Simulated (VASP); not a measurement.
# BaO (a.b) (Fm-3m) in VASP: single point with PBEsol

Aim: the single point of BaO (a.b) with PBEsol.

All numbers are computed with VASP 6.6.1; they aren't measurements. Logs are shortened: lines on timing, memory, paths and dates and some standing lists are left out, and cuts for length are marked.

**1. The cell of the first run**

It takes space group Fm-3m (No. 225, cubic). The conventional cell has a = 5.490 Å, b = 5.490 Å, c = 5.490 Å, α = 90.00°, β = 90.00°, γ = 90.00°. Within 3.6 Å of Ba (site symmetry m-3m) lie 6 O at 2.75 Å. O (site symmetry m-3m) has 6 Ba at 2.75 Å within 3.6 Å.

**2. Single point, PBEsol**

Input file INCAR:

```
PREC = Accurate ; ENCUT = 600
EDIFF = 1E-6 ; ISMEAR = 0
SIGMA = 0.02 ; LREAL = F
LASPH = T ; NELM = 120
ALGO = Normal ; ISIF = 2
LWAVE = F ; LCHARG = F
GGA = PS ; NBANDS = 15
GGA_COMPAT = F
```

Input file KPOINTS:

```
Automatic mesh
0
Gamma
  8 8 8
```

Input file POSCAR:

```
BaO
1.0
    0.0000000000      2.7450541016      2.7450541016
    2.7450541016      0.0000000000      2.7450541016
    2.7450541016      2.7450541016      0.0000000000
Ba O
1 1
Direct
    0.0000000000      0.0000000000      0.0000000000
    0.5000000000      0.5000000000      0.5000000000
```

Potentials or basis: VASP PAW PBE potentials, release 64 (Ba_sv, O).

Run with:

```console
$ cat potpaw_PBE.64/Ba_sv/POTCAR potpaw_PBE.64/O/POTCAR > POTCAR
$ mpirun -np 1 vasp_std > vasp.out
```

OUTCAR:

```text
PREC = Accurate
   ENCUT = 600
   EDIFF = 1E-6
   ISMEAR = 0
   LREAL = F
   LASPH = T
   NELM = 120
   ISIF = 2
   GGA = PS

 ion  position               nearest neighbor table
   1  0.000  0.000  0.000-   2 2.75   2 2.75   2 2.75   2 2.75   2 2.75   2 2.75
   2  0.500  0.500  0.500-   1 2.75   1 2.75   1 2.75   1 2.75   1 2.75   1 2.75

  LATTYP: Found a face centered cubic cell.
 ALAT       =     5.4901082032

  Lattice vectors:

 A1 = (   0.0000000000,   2.7450541016,   2.7450541016)
 A2 = (   2.7450541016,   0.0000000000,   2.7450541016)
 A3 = (   2.7450541016,   2.7450541016,   0.0000000000)

Analysis of symmetry for initial positions (statically):
=====================================================================
 Subroutine PRICEL returns:
 Original cell was already a primitive cell.

 Routine SETGRP: Setting up the symmetry group for a
 face centered cubic supercell.

 Subroutine GETGRP returns: Found 48 space group operations
 (whereof 48 operations were pure point group operations)
 out of a pool of 48 trial point group operations.

The static configuration has the point symmetry O_h .

Analysis of symmetry for dynamics (positions and initial velocities):
=====================================================================
 Subroutine PRICEL returns:
 Original cell was already a primitive cell.

 Routine SETGRP: Setting up the symmetry group for a
 face centered cubic supercell.

 Subroutine GETGRP returns: Found 48 space group operations
 (whereof 48 operations were pure point group operations)
 out of a pool of 48 trial point group operations.

The dynamic configuration has the point symmetry O_h .

 Subroutine INISYM returns: Found 48 space group operations
 (whereof 48 operations are pure point group operations),
 and found     1 'primitive' translations

----------------------------------------------------------------------------------------

                                     Primitive cell

  volume of cell :      41.3697

  direct lattice vectors                    reciprocal lattice vectors
     0.000000000  2.745054102  2.745054102    -0.182145773  0.182145773  0.182145773
     2.745054102  0.000000000  2.745054102     0.182145773 -0.182145773  0.182145773
     2.745054102  2.745054102  0.000000000     0.182145773  0.182145773 -0.182145773

  length of vectors
     3.882092740  3.882092740  3.882092740     0.315485732  0.315485732  0.315485732

  position of ions in fractional coordinates (direct lattice)
     0.000000000  0.000000000  0.000000000
     0.500000000  0.500000000  0.500000000

  ion indices of the primitive-cell ions
   primitive index   ion index
                 1           1
                 2           2

----------------------------------------------------------------------------------------

 KPOINTS: Automatic mesh

Automatic generation of k-mesh.
 Grid dimensions read from file:
 generate k-points for:    8    8    8

 Generating k-lattice:

  Cartesian coordinates                     Fractional coordinates (reciprocal lattice)
    -0.022768222  0.022768222  0.022768222     0.125000000  0.000000000  0.000000000
     0.022768222 -0.022768222  0.022768222     0.000000000  0.125000000  0.000000000
     0.022768222  0.022768222 -0.022768222     0.000000000  0.000000000  0.125000000

  Length of vectors
     0.039435717  0.039435717  0.039435717

  Shift w.r.t. Gamma in fractional coordinates (k-lattice)
     0.000000000  0.000000000  0.000000000

 Subroutine IBZKPT returns following result:
 ===========================================

 Found     29 irreducible k-points:

 Following reciprocal coordinates:
            Coordinates               Weight
  0.000000  0.000000  0.000000      1.000000
  0.125000  0.000000  0.000000      8.000000
  0.250000  0.000000  0.000000      8.000000
  0.375000  0.000000  0.000000      8.000000
  0.500000  0.000000  0.000000      4.000000
  0.125000  0.125000  0.000000      6.000000
[... 16 lines left out ...]
  0.500000  0.250000  0.125000     48.000000
 -0.375000  0.250000  0.125000     24.000000
 [... further k-points ...]
   k-points           NKPTS =     29   k-points in BZ     NKDIM =     29   number of bands    NBANDS=     15
   number of dos      NEDOS =    301   number of ions     NIONS =      2
   total plane-waves  NPLWV =  32768
   dimension x,y,z NGX =    32 NGY =   32 NGZ =   32
   dimension x,y,z NGXF=    64 NGYF=   64 NGZF=   64
   ions per type =               1   1
   NGX,Y,Z   is equivalent  to a cutoff of  13.70, 13.70, 13.70 a.u.
   NGXF,Y,Z  is equivalent  to a cutoff of  27.41, 27.41, 27.41 a.u.
 SYSTEM =  unknown system
   PREC   = accura    normal or accurate (medium, high low for compatibility)
   ISTART =      0    job   : 0-new  1-cont  2-samecut
   ICHARG =      2    charge: 1-file 2-atom 10-const
   ISPIN  =      1    spin polarized calculation?
   LNONCOLLINEAR =      F non collinear calculations
   LSORBIT =      F    spin-orbit coupling
   LASPH  =      T    aspherical Exc in radial PAW
   ENCUT  =  600.0 eV  44.10 Ry    6.64 a.u.   7.75  7.75  7.75*2*pi/ulx,y,z
   NELM   =    120;   NELMIN=  2; NELMDL= -5     # of ELM steps
   EDIFF  = 0.1E-05   stopping-criterion for ELM
   LREAL  =      F    real-space projection
   EDIFFG = 0.1E-04   stopping-criterion for IOM
   NSW    =      0    number of steps for IOM
   IBRION =     -1    ionic relax: 0-MD 1-quasi-New 2-CG
   NFREE  =      0    steps in history (QN), initial steepest desc. (CG)
   ISIF   =      2    stress and relaxation
   ISYM   =      2    0-nonsym 1-usesym 2-fastsym
   POTIM  = 0.5000    time-step for ionic-motion
   TEBEG  =    0.0;   TEEND  =   0.0 temperature during run
   PSTRESS=    0.0 pullay stress
   NELECT =      16.0000    total number of electrons
   NUPDOWN=      -1.0000    fix difference up-down
   EMIN   =  10.00;   EMAX   =-10.00  energy-range for DOS
   EFERMI =   0.00;   METHOD = LEGACY
   ISMEAR =     0;   SIGMA  =   0.02  broadening in eV -4-tet -1-fermi 0-gaus
   EFERMI_NEDOS =   21; number of points for ismear=-14 and -15
   IALGO  =     38    algorithm
   IMIX   =      4    mixing-type and parameters
     AMIX     =   0.40;   BMIX     =  1.00
     AMIX_MAG =   1.60;   BMIX_MAG =  1.00
  volume/ion in A,a.u.               =      20.68       139.59
  Fermi-wavevector in a.u.,A,eV,Ry     =   1.192762  2.253994 19.356764  1.422682
  Thomas-Fermi vector in A             =   2.328793
   LORBIT       =      0    0 simple, 1 ext, 2 COOP (PROOUT), +10 PAW based schemes
   GGA     = PS    functional components
   LHFCALC =     F    Hartree Fock is set to
   AEXX    =    0.0000 exact exchange contribution
   IVDW    =     0    specifies the selected vdW correction
   LEPSILON=     F    determine dielectric tensor
   LRPA    =     F    only Hartree local field effects (RPA)
 non-spin polarized calculation
 Gauss-broadening in eV      SIGMA  =   0.02
  energy-cutoff  :      600.00
  volume of cell :       41.37
 maximum number of plane-waves:      1411
   NGX = 15   NGY = 15   NGZ = 15

 number of electron      15.9999997 magnetization

 Free energy of the ion-electron system (eV)
  ---------------------------------------------------
  ext. energy  EPLUGINS =         0.00000000
  ---------------------------------------------------
  free energy    TOTEN  =       -12.39493028 eV

  energy without entropy =      -12.39493028  energy(sigma->0) =      -12.39493028

 E-fermi :   2.0456     XC(G=0):  -9.9787

 val. band max:        1.8976891224   @ k =   0.5000   0.5000   0.0000
 cond. band min:       3.6673349094   @ k =   0.5000   0.5000   0.0000
 fundamental gap:      1.7696457870
 Fermi energy:         2.0455880403

 k-point     1 :       0.0000    0.0000    0.0000
  band No.  band energies     occupation
      1     -23.9542      2.00000
      2     -13.1147      2.00000
      3      -8.3885      2.00000
      4      -8.3885      2.00000
      5      -8.3885      2.00000
      6       1.4709      2.00000
      7       1.4709      2.00000
      8       1.4709      2.00000
      9       5.3718      0.00000
     10       6.5083      0.00000
     11       6.5083      0.00000
     12       6.5083      0.00000
     13       8.8644      0.00000
     14       8.8644      0.00000
     15      11.6635      0.00000

 k-point     2 :       0.1250    0.0000    0.0000
  band No.  band energies     occupation
      1     -23.9131      2.00000
      2     -13.2337      2.00000
      3      -8.4268      2.00000
      4      -8.4081      2.00000
      5      -8.4081      2.00000
      6       1.1146      2.00000
      7       1.2570      2.00000
      8       1.2570      2.00000
      9       6.0260      0.00000
     10       6.3823      0.00000
     11       6.8104      0.00000
     12       6.8104      0.00000
     13       9.2863      0.00000
     14       9.2863      0.00000
     15      12.6705      0.00000

 k-point     3 :       0.2500    0.0000    0.0000
  band No.  band energies     occupation
      1     -23.8110      2.00000
      2     -13.5216      2.00000
      3      -8.5121      2.00000
      4      -8.4542      2.00000
      5      -8.4542      2.00000
      6       0.4538      2.00000
      7       0.8035      2.00000
      8       0.8035      2.00000
      9       6.2706      0.00000
     10       7.6302      0.00000
     11       7.6302      0.00000
     12       7.6684      0.00000
     13      10.3273      0.00000
     14      10.3273      0.00000
     15      14.8483      0.00000
[... 343 lines left out ...]
 k-point    23 :       0.5000    0.2500    0.1250
  band No.  band energies     occupation
      1     -23.6535      2.00000
      2     -13.6951      2.00000
      3      -9.0617      2.00000
      4      -8.9123      2.00000
      5      -8.5143      2.00000
      6       0.3276      2.00000
      7       0.5992      2.00000
      8       1.2718      2.00000
      9       5.9203      0.00000
     10       7.8701      0.00000
     11       9.3340      0.00000
     12       9.4687      0.00000
     13      11.5604      0.00000
     14      13.0231      0.00000
     15      14.7412      0.00000

 k-point    24 :      -0.3750    0.2500    0.1250
  band No.  band energies     occupation
      1     -23.6180      2.00000
      2     -13.7500      2.00000
      3      -9.0820      2.00000
      4      -9.0772      2.00000
      5      -8.5036      2.00000
      6       0.2130      2.00000
      7       0.8793      2.00000
      8       0.9440      2.00000
      9       6.6815      0.00000
     10       7.2979      0.00000
     11       9.8414      0.00000
     12       9.8597      0.00000
     13      12.1574      0.00000
     14      13.7684      0.00000
     15      14.1158      0.00000

 [... further k-points ...]
[... 5 lines left out ...]
  --------------------------------------------------------------------------------------
  -------------------------------------------------------------------------------------
  Total        0.4715135      0.4715135      0.4715135      0.0000000     -0.0000000      0.0000000
  in kB       18.2608929     18.2608929     18.2608929      0.0000000     -0.0000000      0.0000000
  external PRESSURE =      18.2608929 kB  Pullay stress =       0.0000000 kB

 VOLUME and BASIS-vectors are now :
 -----------------------------------------------------------------------------
  energy-cutoff  :      600.00
  volume of cell :       41.37
      direct lattice vectors                 reciprocal lattice vectors
     0.000000000  2.745054102  2.745054102    -0.182145773  0.182145773  0.182145773
     2.745054102  0.000000000  2.745054102     0.182145773 -0.182145773  0.182145773
     2.745054102  2.745054102  0.000000000     0.182145773  0.182145773 -0.182145773

 POSITION                                       TOTAL-FORCE (eV/Angst)
 -----------------------------------------------------------------------------------
      0.00000      0.00000      0.00000        -0.000000     -0.000000     -0.000000
      2.74505      2.74505      2.74505         0.000000      0.000000      0.000000
 -----------------------------------------------------------------------------------
    total drift:                                0.000000     -0.000000      0.000000

  FREE ENERGIE OF THE ION-ELECTRON SYSTEM (eV)
  ---------------------------------------------------
  free  energy   TOTEN  =       -12.3949302780 eV

  energy  without entropy=      -12.3949302780  energy(sigma->0) =      -12.39493028
```

Run time: 30 s. Hardware: 1 thread of Intel Xeon 8259CL, shared host; peak memory 0.19 GiB.

What came out:

| Item | Value |
| --- | --- |
| Free energy | -12.3949 eV |
| Pressure | 1.8 GPa |
| Band gap on the k mesh | 1.77 eV, direct |

Levels at points of the mesh, in eV from the valence-band top:
```
           k point  band 5  band 6  band 7  band 8  band 9  band 10  band 11  band 12
(0.00, 0.00, 0.00)  -10.29   -0.43   -0.43   -0.43    3.47     4.61     4.61     4.61
(0.50, 0.00, 0.00)  -10.41   -2.17   -1.63   -1.63    4.88     7.22     7.22     8.15
(0.50, 0.50, 0.00)  -10.93   -0.20   -0.20    0.00    1.77     6.03     9.02     9.38
```

Caveat: the PAW data sets were made with another functional, which shifts forces and pressure a little; spin-orbit coupling is left out, which moves the levels of the heavy elements. A k mesh can miss the band edges.
